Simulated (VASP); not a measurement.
A run of VASP 6.6.1:

INCAR

```
SYSTEM = BaTiO3
  PREC = Accurate
  ENCUT = 520
  EDIFF = 1E-6
  ISMEAR = -1
  SIGMA = 0.05
  LREAL = .FALSE.
  LASPH = .TRUE.
  NELM = 80
  ALGO = Normal
  ISIF = 2
  LWAVE = .FALSE.
  LCHARG = .FALSE.
  GGA = PE
  NBANDS = 28
```

KPOINTS

```
regular mesh
0
G
  8 8 8
  0 0 0
```

File POSCAR:

```
BaTiO3
1.0
    3.9442590000      0.0000000000      0.0000000000
    0.0000000000      2.8086795000      2.8458000000
    0.0000000000     -2.8086795000      2.8458000000
Ba Ti O
1 1 3
Direct
    0.0000000000      0.0000000000      0.0000000000
    0.5000000000      0.5079000000      0.5079000000
    0.0000000000      0.4921000000      0.4921000000
    0.5000000000      0.5025100000      0.9937100000
    0.5000000000      0.9937100000      0.5025100000
```

Potentials or basis: VASP PAW PBE potentials, release 64 (Ba_sv, Ti_sv, O).

Launch:

```sh
$ cat potpaw_PBE.64/Ba_sv/POTCAR potpaw_PBE.64/Ti_sv/POTCAR potpaw_PBE.64/O/POTCAR > POTCAR
$ mpirun -np 1 vasp_std > vasp.out
```

Hardware: 1 thread of Intel Xeon 6975P-C, on a shared host.

Question: Estimate the wall time of this run.

Answer: It took 2.7 min on 1 thread of Intel Xeon 6975P-C, on a shared host, peak memory 0.31 GiB. Counts: scf iterations 15, k points 105.
